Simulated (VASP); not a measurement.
# PbS (Cmcm) in VASP: a series of runs, part 2 of 2

VASP 6.6.1.

## 3. Single point, LDA

This run uses another cell than the first one, of the same volume but with other edges.

File INCAR:

```
ALGO = Normal ; EDIFF = 1E-6
ENCUT = 520 ; ISIF = 2
ISMEAR = 0 ; LASPH = T
LCHARG = F ; LREAL = F
LWAVE = F ; NBANDS = 28
NELM = 80 ; PREC = Accurate
SIGMA = 0.05
```

File KPOINTS:

```
k-points
0
Gamma
  6 6 6
```

File POSCAR:

```
PbS
1.0
    2.0487533996     -5.9014274071      0.0000000000
    2.0487533996      5.9014274071      0.0000000000
    0.0000000000      0.0000000000      4.4106479837
Pb S
2 2
Direct
    0.8694366500      0.1305633500      0.7500000000
    0.1305633500      0.8694366500      0.2500000000
    0.6452029100      0.3547970900      0.7500000000
    0.3547970900      0.6452029100      0.2500000000
```

Potentials or basis: VASP PAW LDA potentials, release 64 (Pb_d, S).

Launch:

```
$ cat potpaw_LDA.64/Pb_d/POTCAR potpaw_LDA.64/S/POTCAR > POTCAR
$ mpirun -np 1 vasp_std > vasp.out
```

OUTCAR:

```text
EDIFF = 1E-6
   ENCUT = 520
   ISIF = 2
   ISMEAR = 0
   LASPH = T
   LREAL = F
   NELM = 80
   PREC = Accurate

 ion  position               nearest neighbor table
   1  0.869  0.131  0.750-   3 2.65   4 3.02   4 3.02   4 3.02   4 3.02   2 3.79   2 3.79   2 4.12
                             2 4.12   2 4.12   2 4.12
   2  0.131  0.869  0.250-   4 2.65   3 3.02   3 3.02   3 3.02   3 3.02   1 3.79   1 3.79   1 4.12
                             1 4.12   1 4.12   1 4.12
   3  0.645  0.355  0.750-   1 2.65   2 3.02   2 3.02   2 3.02   2 3.02
   4  0.355  0.645  0.250-   2 2.65   1 3.02   1 3.02   1 3.02   1 3.02

  LATTYP: Found a base centered orthorhombic cell.
 ALAT       =     4.0975067992
 B/A-ratio  =     2.8804967002
 C/A-ratio  =     1.0764223709

  Lattice vectors:

 A1 = (   2.0487533996,  -5.9014274071,   0.0000000000)
 A2 = (   2.0487533996,   5.9014274071,   0.0000000000)
 A3 = (   0.0000000000,   0.0000000000,   4.4106479837)

Analysis of symmetry for initial positions (statically):
=====================================================================
 Subroutine PRICEL returns:
[... 172 lines left out ...]
  ext. energy  EPLUGINS =         0.00000000
  ---------------------------------------------------
  free energy    TOTEN  =       -19.74309717 eV

  energy without entropy =      -19.74309717  energy(sigma->0) =      -19.74309717

 E-fermi :   4.9460     XC(G=0):  -9.9324

 val. band max:        4.6608024302   @ k =   0.5000   0.5000   0.3333
 cond. band min:       5.8714298586   @ k =   0.5000   0.5000   0.0000
 fundamental gap:      1.2106274283
 Fermi energy:         4.9460227817

 k-point     1 :       0.0000    0.0000    0.0000
  band No.  band energies     occupation
      1     -11.6646      2.00000
      2     -11.5730      2.00000
      3     -11.5557      2.00000
      4     -11.5437      2.00000
      5     -11.5155      2.00000
      6     -11.5061      2.00000
[... 733 lines left out ...]
     27      11.8342      0.00000
     28      12.3217      0.00000

 [... further k-points ...]
[... 5 lines left out ...]
  --------------------------------------------------------------------------------------
  -------------------------------------------------------------------------------------
  Total       -2.2289848     -1.0997423     -3.5974626      0.0000000     -0.0000000      0.0000000
  in kB      -33.4840925    -16.5204688    -54.0415404      0.0000000     -0.0000000      0.0000000
  external PRESSURE =     -34.6820339 kB  Pullay stress =       0.0000000 kB

 VOLUME and BASIS-vectors are now :
 -----------------------------------------------------------------------------
  energy-cutoff  :      520.00
  volume of cell :      106.65
      direct lattice vectors                 reciprocal lattice vectors
     2.048753400 -5.901427407  0.000000000     0.244050846 -0.084725265  0.000000000
     2.048753400  5.901427407  0.000000000     0.244050846  0.084725265  0.000000000
     0.000000000  0.000000000  4.410647984     0.000000000  0.000000000  0.226724056

 POSITION                                       TOTAL-FORCE (eV/Angst)
 -----------------------------------------------------------------------------------
      2.04875     -4.36041      3.30799         0.000000     -0.050501     -0.000000
      2.04875      4.36041      1.10266         0.000000      0.050501      0.000000
      2.04875     -1.71381      3.30799         0.000000      0.135914      0.000000
      2.04875      1.71381      1.10266         0.000000     -0.135914      0.000000
 -----------------------------------------------------------------------------------
    total drift:                               -0.000000     -0.000000      0.000000

  FREE ENERGIE OF THE ION-ELECTRON SYSTEM (eV)
  ---------------------------------------------------
  free  energy   TOTEN  =       -19.7430971722 eV

  energy  without entropy=      -19.7430971722  energy(sigma->0) =      -19.74309717
```

OSZICAR:

```text
N       E                     dE             d eps       ncg     rms          rms(c)
DAV:   1     0.418287559708E+03    0.41829E+03   -0.18759E+04  2912   0.152E+03
DAV:   2     0.277752686272E+02   -0.39051E+03   -0.37866E+03  2952   0.405E+02
DAV:   3    -0.183747084214E+02   -0.46150E+02   -0.45029E+02  3732   0.155E+02
DAV:   4    -0.206231075904E+02   -0.22484E+01   -0.22392E+01  3480   0.351E+01
DAV:   5    -0.207141186758E+02   -0.91011E-01   -0.90993E-01  3928   0.746E+00    0.634E+00
DAV:   6    -0.197595724081E+02    0.95455E+00   -0.24083E+00  4068   0.104E+01    0.411E+00
DAV:   7    -0.197538303688E+02    0.57420E-02   -0.39888E-01  3272   0.268E+00    0.254E+00
DAV:   8    -0.197479455964E+02    0.58848E-02   -0.72357E-02  4212   0.190E+00    0.758E-01
DAV:   9    -0.197429575889E+02    0.49880E-02   -0.21186E-02  4068   0.103E+00    0.111E-01
DAV:  10    -0.197430945896E+02   -0.13700E-03   -0.14649E-03  3280   0.208E-01    0.423E-02
DAV:  11    -0.197431012889E+02   -0.66993E-05   -0.92309E-05  4244   0.631E-02    0.211E-02
DAV:  12    -0.197430976105E+02    0.36784E-05   -0.22467E-05  3676   0.258E-02    0.159E-02
DAV:  13    -0.197430971722E+02    0.43829E-06   -0.22520E-06  2532   0.990E-03
   1 F= -.19743097E+02 E0= -.19743097E+02  d E =-.192715E-17
```

Wall time 1.9 min (1 thread of AMD EPYC 9R45 (Zen 5), shared host); peak memory 0.27 GiB.

What came out:

```
Free energy            : -19.7431 eV
Pressure               : -3.5 GPa
Largest force          : 0.136 eV/Å
Band gap on the k mesh : 1.21 eV (least direct gap 1.36 eV)
```

Forces in eV/Å, atoms in the order of the input:
```
Pb   0.000 -0.051  0.000
Pb   0.000  0.051  0.000
S    0.000  0.136  0.000
S    0.000 -0.136  0.000
```

Levels at points of the mesh, in eV from the valence-band top:
| k point | band 16 | band 17 | band 18 | band 19 | band 20 | band 21 | band 22 | band 23 | band 24 | band 25 |
| --- | --- | --- | --- | --- | --- | --- | --- | --- | --- | --- |
| (0.00, 0.00, 0.00) | -3.13 | -2.13 | -1.50 | -1.39 | -0.57 | 4.67 | 4.71 | 4.77 | 5.41 | 5.59 |
| (0.50, 0.00, 0.00) | -1.98 | -1.41 | -1.22 | -0.58 | -0.53 | 1.51 | 1.58 | 1.94 | 2.92 | 3.10 |
| (0.50, 0.50, 0.00) | -2.46 | -1.95 | -1.75 | -1.03 | -0.34 | 1.21 | 4.21 | 4.75 | 4.77 | 5.31 |
| (0.00, 0.00, 0.50) | -2.80 | -0.96 | -0.96 | -0.07 | -0.07 | 1.92 | 1.92 | 2.86 | 2.86 | 5.14 |
| (0.50, 0.00, 0.50) | -4.25 | -3.03 | -3.03 | -1.35 | -1.35 | 3.47 | 3.47 | 4.90 | 4.90 | 6.23 |
| (0.50, 0.50, 0.50) | -1.13 | -1.08 | -1.08 | -0.43 | -0.43 | 1.74 | 1.74 | 3.33 | 3.33 | 3.55 |

Caveat: the cell stands under tension; spin-orbit coupling is left out, which moves the levels of the heavy elements.

## 4. Single point, LDA

This run uses another cell than the first one, of the same volume but with other edges.

File INCAR:

```
SYSTEM = PbS
  PREC = Accurate
  ENCUT = 520
  EDIFF = 1E-6
  ISMEAR = 0
  SIGMA = 0.05
  LREAL = .FALSE.
  LASPH = .TRUE.
  NELM = 60
  ALGO = Normal
  ISIF = 2
  LWAVE = .FALSE.
  LCHARG = .TRUE.
  LELF = .TRUE.
  LVHAR = .TRUE.
  NBANDS = 28
```

File KPOINTS:

```
regular mesh
0
G
  6 6 6
  0 0 0
```

File POSCAR:

```
PbS
1.0
    2.0799526900     -5.9912968600      0.0000000000
    2.0799526900      5.9912968600      0.0000000000
    0.0000000000      0.0000000000      4.2793209400
Pb S
2 2
Direct
    0.8694366500      0.1305633500      0.7500000000
    0.1305633500      0.8694366500      0.2500000000
    0.6452029100      0.3547970900      0.7500000000
    0.3547970900      0.6452029100      0.2500000000
```

Potentials or basis: VASP PAW LDA potentials, release 64 (Pb_d, S).

Launch:

```
$ cat potpaw_LDA.64/Pb_d/POTCAR potpaw_LDA.64/S/POTCAR > POTCAR
$ mpirun -np 1 vasp_std > vasp.out
```

OUTCAR:

```text
SYSTEM = PbS
   PREC = Accurate
   ENCUT = 520
   EDIFF = 1E-6
   ISMEAR = 0
   LREAL = .FALSE.
   LASPH = .TRUE.
   NELM = 60
   ISIF = 2

 ion  position               nearest neighbor table
   1  0.869  0.131  0.750-   3 2.69   4 2.99   4 2.99   4 2.99   4 2.99   2 3.79   2 3.79   2 4.13
                             2 4.13   2 4.13   2 4.13
   2  0.131  0.869  0.250-   4 2.69   3 2.99   3 2.99   3 2.99   3 2.99   1 3.79   1 3.79   1 4.13
                             1 4.13   1 4.13   1 4.13
   3  0.645  0.355  0.750-   1 2.69   2 2.99   2 2.99   2 2.99   2 2.99
   4  0.355  0.645  0.250-   2 2.69   1 2.99   1 2.99   1 2.99   1 2.99

[... 949 lines left out ...]
  -------------------------------------------------------------------------------------
  Total       -2.3871820     -2.0289178     -2.5565383      0.0000000     -0.0000000      0.0000000
  in kB      -35.8605518    -30.4786605    -38.4046434      0.0000000     -0.0000000      0.0000000
  external PRESSURE =     -34.9146186 kB  Pullay stress =       0.0000000 kB

 VOLUME and BASIS-vectors are now :
 -----------------------------------------------------------------------------
  energy-cutoff  :      520.00
  volume of cell :      106.65
      direct lattice vectors                 reciprocal lattice vectors
     2.079952690 -5.991296860  0.000000000     0.240390083 -0.083454386  0.000000000
     2.079952690  5.991296860  0.000000000     0.240390083  0.083454386  0.000000000
     0.000000000  0.000000000  4.279320940     0.000000000  0.000000000  0.233681936

 POSITION                                       TOTAL-FORCE (eV/Angst)
 -----------------------------------------------------------------------------------
      2.07995     -4.42681      3.20949         0.000000      0.100173     -0.000000
      2.07995      4.42681      1.06983         0.000000     -0.100173     -0.000000
      2.07995     -1.73991      3.20949         0.000000     -0.046193      0.000000
      2.07995      1.73991      1.06983         0.000000      0.046193      0.000000
 -----------------------------------------------------------------------------------
    total drift:                               -0.000000     -0.000000      0.000000

  FREE ENERGIE OF THE ION-ELECTRON SYSTEM (eV)
  ---------------------------------------------------
  free  energy   TOTEN  =       -19.7775742881 eV

  energy  without entropy=      -19.7775742881  energy(sigma->0) =      -19.77757429
```

OSZICAR:

```text
N       E                     dE             d eps       ncg     rms          rms(c)
DAV:   1     0.417697321786E+03    0.41770E+03   -0.18953E+04  2912   0.153E+03
DAV:   2     0.274208099625E+02   -0.39028E+03   -0.37871E+03  2932   0.404E+02
DAV:   3    -0.184762652087E+02   -0.45897E+02   -0.44448E+02  3828   0.155E+02
DAV:   4    -0.206537307718E+02   -0.21775E+01   -0.21680E+01  3480   0.344E+01
DAV:   5    -0.207403266517E+02   -0.86596E-01   -0.86581E-01  3864   0.732E+00    0.631E+00
DAV:   6    -0.197930157548E+02    0.94731E+00   -0.24052E+00  4052   0.103E+01    0.409E+00
DAV:   7    -0.197880231250E+02    0.49926E-02   -0.38460E-01  3256   0.261E+00    0.254E+00
DAV:   8    -0.197822756998E+02    0.57474E-02   -0.69222E-02  4252   0.186E+00    0.788E-01
DAV:   9    -0.197774406529E+02    0.48350E-02   -0.20114E-02  4052   0.999E-01    0.112E-01
DAV:  10    -0.197775751561E+02   -0.13450E-03   -0.13678E-03  3316   0.200E-01    0.397E-02
DAV:  11    -0.197775776120E+02   -0.24559E-05   -0.80449E-05  3956   0.573E-02    0.185E-02
DAV:  12    -0.197775747346E+02    0.28774E-05   -0.19207E-05  3344   0.209E-02    0.154E-02
DAV:  13    -0.197775742881E+02    0.44647E-06   -0.21365E-06  2420   0.101E-02
   1 F= -.19777574E+02 E0= -.19777574E+02  d E =-.251352E-15
```

Wall time 94 s (1 thread of AMD EPYC 9R45 (Zen 5), shared host); peak memory 0.25 GiB.

What came out:

- Free energy: -19.7776 eV
- Pressure: -3.5 GPa
- Largest force: 0.100 eV/Å
- Band gap on the k mesh: 1.07 eV (least direct gap 1.28 eV)

Forces on the atoms (eV/Å):
```
Pb   0.000  0.100  0.000
Pb   0.000 -0.100  0.000
S    0.000 -0.046  0.000
S    0.000  0.046  0.000
```

Caveat: the cell stands under tension; spin-orbit coupling is left out, which moves the levels of the heavy elements.

## 5. Overview

| cell | gap on the mesh (eV) | pressure (GPa) | largest force (eV/Å) |
| --- | --- | --- | --- |
| a = 6.152, b = 6.152, c = 4.548 Å, angles 90.0, 90.0, 141.7°, 4 atoms | 1.13 | -3.3 | 0.35 |
| a = 6.247, b = 6.247, c = 4.411 Å, angles 90.0, 90.0, 141.7°, 4 atoms | 1.21 | -3.5 | 0.14 |
| a = 6.342, b = 6.342, c = 4.279 Å, angles 90.0, 90.0, 141.7°, 4 atoms | 1.07 | -3.5 | 0.10 |

Alike in all rows: task single point; level LDA; potentials or basis VASP PAW LDA potentials, release 64 (Pb_d, S); no spin polarisation; k mesh 6 × 6 × 6; cutoff (eV) 520; smearing gaussian 0.05 eV.

Caveats: the cell stands under tension; spin-orbit coupling is left out, which moves the levels of the heavy elements.

Total energies depend on the potentials used, so only differences within one code and one set of settings carry meaning.
